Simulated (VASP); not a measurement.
Runs of VASP 6.6.1 on Ga3Sb. The structure is that of space group I4/mmm (No. 139), or close to it. The cells are those of the table. 

| cell | further INCAR settings | gap on the mesh (eV) | pressure (GPa) |
| --- | --- | --- | --- |
| a = 5.087 Å, angles 125.8, 125.8, 80.2°, 4 atoms | ALGO = Fast; EDIFF = 1e-07; NBANDS = 30 | none | -0.3 |
| a = 5.111 Å, angles 122.7, 122.7, 85.3°, 4 atoms | ALGO = Fast; EDIFF = 1e-06; NBANDS = 30 | none | (b) |
| a = 5.072 Å, angles 129.0, 129.0, 75.1°, 4 atoms | ALGO = Fast; EDIFF = 1e-07; NBANDS = 30 | none | 5.3 |
| a = 5.367 Å, angles 132.1, 132.1, 70.1°, 4 atoms | ALGO = Fast; EDIFF = 1e-06; NBANDS = 30 | none | -0.1 |
| a = 5.351 Å, angles 129.0, 129.0, 75.1°, 4 atoms | ALGO = Fast; EDIFF = 1e-07; NBANDS = 30 | none | -3.3 |
| a = 5.154 Å, angles 125.8, 125.8, 80.2°, 4 atoms | ALGO = Fast; EDIFF = 1e-07; NBANDS = 30 | none | -2.0 |
| a = 5.617 Å, angles 135.2, 135.2, 65.3°, 4 atoms | ALGO = Fast; EDIFF = 1e-06; NBANDS = 30 | none | (a) |
| a = 5.392 Å, angles 135.2, 135.2, 65.3°, 4 atoms | ALGO = Fast; EDIFF = 1e-07; NBANDS = 30 | none | 5.2 |

Alike in all rows: task single point; level PBE+D3(BJ); potentials or basis VASP PAW PBE potentials, release 64 (Ga_d, Sb); no spin polarisation; k mesh 14 × 14 × 14; cutoff (eV) 520; smearing gaussian 0.15 eV.

Problem. Fill in the values left out.

Solution. (a) -2.1; (b) -3.4.

Caveats: spin-orbit coupling is left out, which moves the levels of the heavy elements; the cell stands under tension (at least some runs); the cell stands under pressure (at least some runs).

A k mesh can miss the band edges, and the runs leave out spin-orbit coupling on Ga, Sb.

A gap of «none» marks levels without a gap at the run's occupations.
